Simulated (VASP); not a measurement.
# HfN: single point with PBEsol

The system is HfN.

```
Hf N
1.0
     3.11814    0.00000    0.00000
    -1.55907    2.70038    0.00000
     0.00000    0.00000    5.38360
Hf N
2 2
Direct
  0.66667 0.33333 0.75000
  0.33333 0.66667 0.25000
  0.00000 0.00000 0.00000
  0.00000 0.00000 0.50000
```

| Item | Value |
| --- | --- |
| Program | VASP 6.6.1 |
| Task | single point |
| Functional | PBEsol |
| Potentials or basis | VASP PAW PBE potentials, release 64 (Hf_pv, N) |
| Cutoff | 520 eV |
| k mesh | 9 × 9 × 5 |
| Occupations | methfessel-paxton, width 0.15 eV |
| Spin | no spin polarisation |
| Dipole correction | no |
| Further INCAR settings | ALGO = Normal; EDIFF = 1e-06; NBANDS = 23 |

```json
{"Pressure": "-0.1 GPa", "Band gap on the k mesh": "zero (bands 15 and 16 overlap by 1.71 eV)"}
```

Stress tensor (GPa, compression positive):
```
-0.12  0.00  0.00
 0.00 -0.12  0.00
 0.00  0.00  0.07
```

Levels at points of the mesh, in eV from the Fermi level:
| k point | band 11 | band 12 | band 13 | band 14 | band 15 | band 16 | band 17 | band 18 | band 19 | band 20 |
| --- | --- | --- | --- | --- | --- | --- | --- | --- | --- | --- |
| (0.00, 0.00, 0.00) | -4.89 | -3.72 | -3.72 | -1.80 | -0.74 | 0.61 | 0.61 | 1.05 | 1.75 | 1.75 |

It took 41 s on 1 thread of Intel Xeon 8259CL (shared host), peak memory 0.18 GiB.

Caveat: the PAW data sets were made with another functional, which shifts forces and pressure a little; spin-orbit coupling is left out, which moves the levels of the heavy elements.
